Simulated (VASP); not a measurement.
A run of VASP 6.6.1 is set up as follows.

File INCAR:

```
ALGO = Normal
EDIFF = 1E-6
ENCUT = 500
GGA = PE
GGA_COMPAT = False
ISIF = 2
ISMEAR = -1
IVDW = 12
LASPH = True
LCHARG = False
LREAL = False
LWAVE = False
NBANDS = 13
NELM = 120
PREC = Accurate
SIGMA = 0.1
```

Contents of KPOINTS:

```
k-points
0
Gamma
  7 7 7
```

POSCAR

```
Mo
1.0
   -1.5707932505      1.5707932505      1.5707932505
    1.5707932505     -1.5707932505      1.5707932505
    1.5707932505      1.5707932505     -1.5707932505
Mo
1
Direct
    0.0000000000      0.0000000000      0.0000000000
```

Potentials or basis: VASP PAW PBE potentials, release 64 (Mo_sv).

Command:

```console
$ cat potpaw_PBE.64/Mo_sv/POTCAR > POTCAR
$ mpirun -np 1 vasp_std > vasp.out
```

(1) What does it give for the band gap on the k mesh?

(2) What does it give for the dispersion energy per atom?

Answers

(1) zero (band 7 reaches 15.66 eV, above the bottom of band 8 at 11.35 eV).

(2) -0.720 eV.

Caveat: the k points lie up to 0.40 Å⁻¹ apart.
